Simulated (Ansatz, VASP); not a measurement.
## C: VASP beside Ansatz

INCAR

```
PREC = Accurate
ENCUT = 600
EDIFF = 1E-6
ISMEAR = -1
SIGMA = 0.05
LREAL = F
LASPH = T
NELM = 60
ALGO = Normal
ISIF = 3
LWAVE = F
LCHARG = F
GGA = RP
IBRION = 2
NSW = 80
EDIFFG = -0.01
```

File KPOINTS:

```
Automatic mesh
0
Gamma
  8 8 4
```

The input POSCAR:

```
C
1.0
    2.5199982604      0.0000000000      0.0000000000
   -1.2599991302      2.1823825110      0.0000000000
    0.0000000000      0.0000000000      4.1200000000
C
4
Direct
    0.3333333333      0.6666666667      0.0625000000
    0.6666666667      0.3333333333      0.5625000000
    0.3333333333      0.6666666667      0.4375000000
    0.6666666667      0.3333333333      0.9375000000
```

Input for Ansatz:

```yaml
crystal:
  lattice:
    - [2.5199982604, 0.0, 0.0]
    - [-1.2599991302, 2.182382511, 0.0]
    - [0.0, 0.0, 4.12]
  atoms:
    - { symbol: C, position: [0.3333333333, 0.6666666667, 0.0625] }
    - { symbol: C, position: [0.6666666667, 0.3333333333, 0.5625] }
    - { symbol: C, position: [0.3333333333, 0.6666666667, 0.4375] }
    - { symbol: C, position: [0.6666666667, 0.3333333333, 0.9375] }
hamiltonian:
  xc: rpbe
  pseudopotentials:
    kind: paw
    azcp:
      C: "pseudopotentials/C.paw.azcp"
basis:
  ecutwfc: 420
  fft_grid_basis: typed
kpoints:
  mp_grid: { grid: [8, 8, 4], shift: [0, 0, 0] }
magnetization:
  spin_polarized: false
scf:
  occupations: { method: fermi_dirac, width: 0.05 }
relax:
  max_steps: 60
  f_tol: 0.01
  cell: {}
```

Alike in both runs: task relaxation of cell and atoms; functional RPBE; k mesh 8 × 8 × 4; occupations fermi-dirac, width 0.05 eV; no spin polarisation.

```csv
,VASP,Ansatz
version,VASP 6.6.1,Ansatz 0.2.0
potentials or method,"VASP PAW PBE potentials, release 64 (C), cutoff 600 eV","plane waves (420 eV) with PAW, scalar-relativistic"
valence electrons in the cell,16,16
```

VASP gave:

```
relaxed volume (Å³/atom)                                     : 5.79
relaxed cell length with the largest relative difference (Å) : 4.198
```

Task: Estimate Ansatz's values.

Result: Relaxed volume (Å³/atom): 5.79; relaxed cell length with the largest relative difference (Å): 4.199.

VASP's potentials were made for PBE, not for RPBE.
